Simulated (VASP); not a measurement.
Runs of VASP 6.6.1 on CdF2. The structure is that of space group I4/mmm (No. 139), or close to it. The cells are those of the table. 

| cell | gap on the mesh (eV) | pressure (GPa) |
| --- | --- | --- |
| a = 3.810, b = 3.955, c = 3.955 Å, angles 57.6, 61.2, 61.2°, 3 atoms | 2.67 | (a) |
| a = 3.810, b = 4.106, c = 4.106 Å, angles 55.3, 62.4, 62.4°, 3 atoms | (b) | -6.5 |
| a = 3.810, b = 3.670, c = 3.670 Å, angles 62.5, 58.7, 58.7°, 3 atoms | 3.16 | (c) |
| a = 3.810, b = 3.739, c = 3.739 Å, angles 61.3, 59.4, 59.4°, 3 atoms | 3.16 | 11.3 |
| a = 3.810, b = 3.536, c = 3.536 Å, angles 65.2, 57.4, 57.4°, 3 atoms | 2.89 | 35.0 |

Alike in all rows: task single point; level PBE; potentials or basis VASP PAW PBE potentials, release 64 (Cd, F); no spin polarisation; k mesh 8 × 8 × 8; cutoff (eV) 520; smearing gaussian 0.05 eV.

Question: Fill in the values left out.

Answer: (a) -1.4; (b) 2.16; (c) 17.6.

A k mesh can miss the band edges, and the runs leave out spin-orbit coupling on Cd.
